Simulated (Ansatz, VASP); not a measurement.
# One calculation of CdI2, two programs

The input INCAR:

```
SYSTEM = CdI2
PREC = Accurate
ENCUT = 500
EDIFF = 1E-6
ISMEAR = 0
SIGMA = 0.05
LREAL = .False.
LASPH = .True.
NELM = 120
ALGO = Normal
ISIF = 2
LWAVE = .False.
LCHARG = .False.
GGA = PE
IVDW = 12
NBANDS = 20
GGA_COMPAT = .False.
```

KPOINTS

```
Automatic mesh
0
Gamma
  9 9 4
  0 0 0
```

The input POSCAR:

```
CdI2
1.0
    4.1378992343      0.0000000000      0.0000000000
   -2.0689496171      3.5835258553      0.0000000000
    0.0000000000      0.0000000000      7.2019500000
Cd I
1 2
Direct
    0.0000000000      0.0000000000      0.0000000000
    0.3333333333      0.6666666667      0.2492000000
    0.6666666667      0.3333333333      0.7508000000
```

Input for Ansatz:

```yaml
crystal:
  lattice:
    - [4.1378992343, 0.0, 0.0]
    - [-2.0689496171, 3.5835258553, 0.0]
    - [0.0, 0.0, 7.20195]
  atoms:
    - { symbol: Cd, position: [0.0, 0.0, 0.0] }
    - { symbol: I, position: [0.3333333333, 0.6666666667, 0.2492] }
    - { symbol: I, position: [0.6666666667, 0.3333333333, 0.7508] }
basis:
  ecutwfc: 420
kpoints:
  mp_grid: { grid: [9, 9, 4] }
hamiltonian:
  xc: pbe
  dispersion: d3bj
scf:
  occupations: { method: gaussian, width: 0.05 }
output:
  forces: true
  stress: true
  eigenvalues: true
```

Change from the starting cell: strain -0.025 along x and y, +0.050 along z, atoms carried along.

Alike in both runs: task single point; functional PBE; dispersion D3(BJ); k mesh 9 × 9 × 4; occupations gaussian, width 0.05 eV; no spin polarisation.

|  | VASP | Ansatz |
| --- | --- | --- |
| version | VASP 6.6.1 | Ansatz 0.2.0 |
| potentials or method | VASP PAW PBE potentials, release 64 (Cd, I), cutoff 500 eV | scalar-relativistic, plane waves, PAW |
| valence electrons in the cell | 26 | 54 |

VASP gave:

| Item | Value |
| --- | --- |
| gap on the k mesh at the Fermi level (eV) | 2.17 |
| least direct gap on the mesh (eV) | 2.52 |
| pressure (GPa) | 0.5 |
| traceless stress, the component that is largest in VASP (GPa) | -1.22 |
| rms of the force components (eV/Å) | 0.007 |

Task: Which values does Ansatz return?

Result: gap on the k mesh at the Fermi level (eV): 2.17; least direct gap on the mesh (eV): 2.53; pressure (GPa): 0.4; traceless stress, the component that is largest in VASP (GPa): -1.22; rms of the force components (eV/Å): 0.018.

Atom by atom the forces differ by 0.010 eV/Å (rms over components). VASP's potentials hold 26 valence electrons a cell and Ansatz's 54, so a difference there can come from the potentials and not from the codes.

Spin-orbit coupling is off throughout.
